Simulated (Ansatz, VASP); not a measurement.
## One calculation of NiS, two programs

File INCAR:

```
PREC     = Accurate       # precision mode
ENCUT    = 520            # plane-wave cutoff, eV
EDIFF    = 1E-6           # SCF threshold, eV
ISMEAR   = 0              # smearing method
SIGMA    = 0.03           # smearing width, eV
LREAL    = False          # projectors in reciprocal space
LASPH    = True           # aspherical terms in the spheres
NELM     = 150            # most SCF steps
ALGO     = Normal         # electronic algorithm
ISIF     = 2              # what is computed and relaxed
LWAVE    = False          # write WAVECAR
LCHARG   = True           # write CHGCAR
ISPIN    = 2              # spin polarisation
MAGMOM   = 1.3 -1.3 0 0   # initial moments
LORBIT   = 11             # projections on sites
LMAXMIX  = 4              # l up to which the mixer works
LDAU     = True           # DFT+U
LDAUTYPE = 2            
LDAUL    = 2 -1           # shell
LDAUU    = 6.2 0          # U, eV
LDAUJ    = 0 0          
LDAUPRINT= 1            
GGA      = CA             # functional
LELF     = True           # ELF
LVHAR    = True         
NBANDS   = 28             # bands
```

KPOINTS

```
Automatic mesh
0
Gamma
  8 8 5
```

File POSCAR:

```
NiS
1.0
    3.4200013500      0.0000000000      0.0000000000
   -1.7100006800      2.9618080500      0.0000000000
    0.0000000000      0.0000000000      5.3000000000
Ni S
2 2
Direct
    0.0000000000      0.0000000000      0.0000000000
    0.0000000000      0.0000000000      0.5000000000
    0.3333333300      0.6666666700      0.2500000000
    0.6666666700      0.3333333300      0.7500000000
```

Input for Ansatz:

```yaml
crystal:
  lattice:
    - [3.42000135, 0.0, 0.0]
    - [-1.71000068, 2.96180805, 0.0]
    - [0.0, 0.0, 5.3]
  atoms:
    - { symbol: Ni, position: [0.0, 0.0, 0.0], spin: 1.3 }
    - { symbol: Ni, position: [0.0, 0.0, 0.5], spin: -1.3 }
    - { symbol: S, position: [0.33333333, 0.66666667, 0.25] }
    - { symbol: S, position: [0.66666667, 0.33333333, 0.75] }
magnetization:
  spin_polarized: true
hamiltonian:
  xc: lda
  pseudopotentials: { kind: paw }
  hubbard: { sites: [{ species: Ni, l: d, u_eff: 6.2 }] }
basis:
  ecutwfc: 420
kpoints:
  mp_grid: { grid: [8, 8, 5] }
scf:
  occupations: { method: gaussian, width: 0.03 }
  lower_state_search: "off"
output:
  forces: true
  stress: true
```

Change from the starting cell: moments +- scaled by 0.65, plain SCF.

Alike in both runs: task single point; functional LDA; k mesh 8 × 8 × 5; occupations gaussian, width 0.03 eV; collinear spin; Hubbard terms Ni d U = 6.2 eV.

```csv
,VASP,Ansatz
version,VASP 6.6.1,Ansatz 0.2.0
potentials or method,"VASP PAW LDA potentials, release 64 (Ni, S), cutoff 520 eV","PAW, plane waves, scalar-relativistic"
valence electrons in the cell,32,48
```

```csv
,VASP,Ansatz,Ansatz less VASP
pressure (GPa),-4.1,0.8,+4.87
"traceless stress, the component that is largest in VASP (GPa)",0.12,0.04,-0.081
net moment per atom (μB),0.00,0.00,0.000
size of the moment on the site where the two differ most (μB),1.28,1.21,-0.069
```

LDA's correlation is that of Perdew and Zunger in VASP and of Perdew and Wang (1992) in Ansatz. Site moments also hang on the region over which each program counts them. The programs project onto different local orbitals, so the same U acts differently, and such runs can settle in different states. VASP's potentials hold 32 valence electrons a cell and Ansatz's 48, so a difference there can come from the potentials and not from the codes.
